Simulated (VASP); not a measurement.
Here is a VASP 6.6.1 calculation.

Contents of INCAR:

```
PREC = Accurate
ENCUT = 520
EDIFF = 1E-8
ISMEAR = 0
SIGMA = 0.01
LREAL = Auto
LASPH = True
NELM = 150
ALGO = Normal
ISIF = 2
LWAVE = False
LCHARG = False
ISPIN = 2
MAGMOM = 0 0 0 0 0 0 0 0 0.02 0.02 0 0.01 0.06 0.15 0 0 0 0 0 0.01 0 0 0 0 0 0 0 0.03 0 0 0 0.01 -0.01 0 0 0 0 0 0.04
LORBIT = 11
NUPDOWN = 1.0
LMAXMIX = 6
GGA = PE
LEFG = True
NELECT = 265.0
NBANDS = 161
```

KPOINTS

```
Automatic mesh
0
Gamma
  1 1 1
  0.25 0.25 0.25
```

The input POSCAR:

```
Li8LaNb7O23
1.0
    2.5949501352      1.4981951591      4.6722232478
   -5.1899002704      2.9963903182      9.3444464955
    0.0000000000     -5.9927806363      9.3444464955
Li Nb O La
8 7 23 1
Direct
    0.7174885501      0.3618360345      0.3577671683
    0.1901617030      0.1047931906      0.1336502809
    0.7060799371      0.3632061806      0.8557231395
    0.2220383734      0.1119266697      0.6029333426
    0.7217039988      0.8545118117      0.3604901568
    0.2136802823      0.6063954071      0.1171919931
    0.7598161405      0.8226026150      0.8566678919
    0.2097923641      0.6068769098      0.6074513320
    0.9913281236      0.4956004051      0.5059795177
    0.5049155238      0.2464549004      0.2481447223
    0.9963274913      0.4984926066      1.0061907613
    0.9928208427      1.0065125864      0.5008925708
    0.5024139026      0.7497016813      0.2548678681
    0.9997509675      0.9887691023      1.0069446017
    0.4994540974      0.7502141134      0.7493241901
    0.2803793267      0.3194267767      0.4445726786
    0.6379641485      0.4450009373      0.1422693494
    0.8812956410      0.1367649319      0.3213734539
    0.4160369336      0.0624248504      0.3797164320
    0.7921235207      0.1990175164      0.0647749637
    0.1388404658      0.3917138863      0.1982376188
    0.2764383148      0.3134285612      0.9667408217
    0.6230537498      0.4556400030      0.6310433306
    0.9718698961      0.1377902062      0.8122929946
    0.8406254170      0.1916350837      0.5404107503
    0.0784652276      0.4216865513      0.6874894327
    0.2774515823      0.8235380583      0.4420086464
    0.6123920323      0.9588845215      0.1304468729
    0.8828730717      0.6516865942      0.3160054743
    0.3839516348      0.5743444433      0.3858111656
    0.7847237454      0.6930012091      0.0709531422
    0.1466320515      0.8935293054      0.1875483285
    0.2978215078      0.8140750390      0.9480209071
    0.6351144961      0.9495149901      0.6490310386
    0.8932972939      0.6361612362      0.8216925484
    0.3907587182      0.5718882103      0.8868016482
    0.7602395047      0.7127956958      0.5644415815
    0.1285093777      0.8922195666      0.7031401848
    0.4773388041      0.2277138614      0.7642441584
```

Potentials or basis: VASP PAW PBE potentials, release 64 (Li_sv, Nb_sv, O, La).

Command:

```sh
$ cat potpaw_PBE.64/Li_sv/POTCAR potpaw_PBE.64/Nb_sv/POTCAR potpaw_PBE.64/O/POTCAR potpaw_PBE.64/La/POTCAR > POTCAR
$ mpirun -np 1 vasp_std > vasp.out
```

What does it give for the largest force?

0.052 eV/Å.

Forces in eV/Å, atoms in the order of the input:
```
Li  -0.001 -0.001 -0.006
Li   0.003  0.012 -0.004
Li   0.001 -0.004 -0.007
Li   0.002 -0.001 -0.001
Li   0.002  0.008 -0.002
Li   0.001  0.004 -0.006
Li  -0.010  0.002  0.005
Li  -0.003 -0.005 -0.002
Nb  -0.005  0.014  0.031
Nb  -0.010  0.010  0.041
Nb  -0.011 -0.009  0.033
Nb   0.012  0.007  0.028
Nb   0.003 -0.019  0.020
Nb   0.020 -0.016  0.045
Nb  -0.001 -0.020  0.040
O   -0.005  0.008 -0.010
O    0.013  0.001 -0.011
O   -0.017 -0.022 -0.001
O   -0.011 -0.009 -0.016
O   -0.001 -0.006 -0.009
O    0.004  0.011 -0.011
O    0.008  0.010 -0.019
O    0.011 -0.010 -0.011
O   -0.013  0.010 -0.016
O   -0.005 -0.031  0.002
O    0.026  0.006  0.004
O   -0.007  0.015 -0.010
O    0.006 -0.011 -0.011
O   -0.009 -0.008 -0.016
O   -0.011  0.007 -0.004
O    0.003 -0.009 -0.002
O    0.008  0.017 -0.011
O   -0.002  0.011 -0.011
O    0.009 -0.006 -0.012
O   -0.004 -0.001 -0.019
O   -0.009 -0.001 -0.008
O    0.025  0.003 -0.019
O   -0.002  0.014 -0.012
La  -0.022  0.022  0.017
```

Caveat: the k points lie up to 1.14 Å⁻¹ apart, too coarse for converged energies, forces and pressures; the cell carries a net charge on a neutralising background, which shifts energy and pressure; without QUAD_EFG the Cq values of the log hold for a quadrupole moment of 1 mb, not for the nuclei; the total moment is fixed, so each spin has its own Fermi level and the state may be an excited one.
